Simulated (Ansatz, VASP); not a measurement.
## Mg3Zn2O in VASP and in Ansatz

```
Mg Zn O
1.0
     5.55274    0.00000    0.00000
    -2.77637    4.80882    0.00000
     0.00000    0.00000    3.17752
Mg Zn O
3 2 1
Direct
  0.50000 0.00000 0.50000
  0.50000 0.50000 0.50000
  0.00000 0.50000 0.50000
  0.33333 0.66667 0.00000
  0.66667 0.33333 0.00000
  0.00000 0.00000 0.00000
```

Change from the starting cell: species swapped into the SmB2Rh3 type (P6/mmm, No. 191).

Alike in both runs: task single point; functional PBE; k mesh 6 × 6 × 6; occupations gaussian, width 0.1 eV; collinear spin.

|  | VASP | Ansatz |
| --- | --- | --- |
| version | VASP 6.6.1 | Ansatz 0.2.0 |
| potentials or method | VASP PAW PBE potentials, release 64 (Mg, Zn, O), cutoff 520 eV | scalar-relativistic, plane waves, PAW |
| valence electrons in the cell | 36 | 60 |

|  | VASP | Ansatz | Ansatz less VASP |
| --- | --- | --- | --- |
| gap on the k mesh at the Fermi level (eV) | none | none | - |
| net moment per atom (μB) | 0.00 | 0.00 | -0.001 |

A gap of «none» marks a metal or a gap that the smearing closes. With one functional, cell and mesh, what is left measures potentials, basis and numerics. VASP's potentials hold 36 valence electrons a cell and Ansatz's 60, so a difference there can come from the potentials and not from the codes. Ansatz's warnings: seeded moment not kept.
